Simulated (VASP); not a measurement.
# Be: single point with RPBE

Be:

```
Be
1.0
    -1.59767    1.30957    1.16876
     1.30957   -1.59767    1.16876
     2.88424    2.88424   -1.69642
Be
2
Cartesian
  1.4075 4.0728 -0.5277
  0.4503 2.1459 0.3206
```

```yaml
Program: VASP 6.6.1
Task: single point
Functional: RPBE
Potentials_or_basis: VASP PAW PBE potentials, release 64 (Be)
Cutoff: 520 eV
k_mesh: 29 × 29 × 14
Occupations: fermi-dirac, width 0.1 eV
Spin: no spin polarisation
Dipole_correction: no
Further_INCAR_settings: ALGO = Normal; EDIFF = 1e-06; NBANDS = 9
```

```json
{
 "Pressure": "-11.1 GPa",
 "Band gap on the k mesh": "zero (bands 2 and 3 overlap by 1.59 eV)"
}
```

Stress tensor (GPa, compression positive):
```
-11.25  -0.31  -0.15
 -0.31 -11.25  -0.15
 -0.15  -0.15 -10.87
```

Levels at points of the mesh, in eV from the Fermi level:
| k point | band 1 | band 2 | band 3 | band 4 | band 5 |
| --- | --- | --- | --- | --- | --- |
| (0.00, 0.00, 0.00) | -10.75 | -4.05 | 0.57 | 14.31 | 14.32 |
| (0.00, 0.00, 0.50) | -8.69 | -8.69 | 9.60 | 9.60 | 15.80 |

Run time: 9.6 min on 1 thread of Intel Xeon 8259CL, with other jobs on the host, peak memory 0.51 GiB.

Caveat: the cell stands under tension; the PAW data sets were made with another functional, which shifts forces and pressure a little.
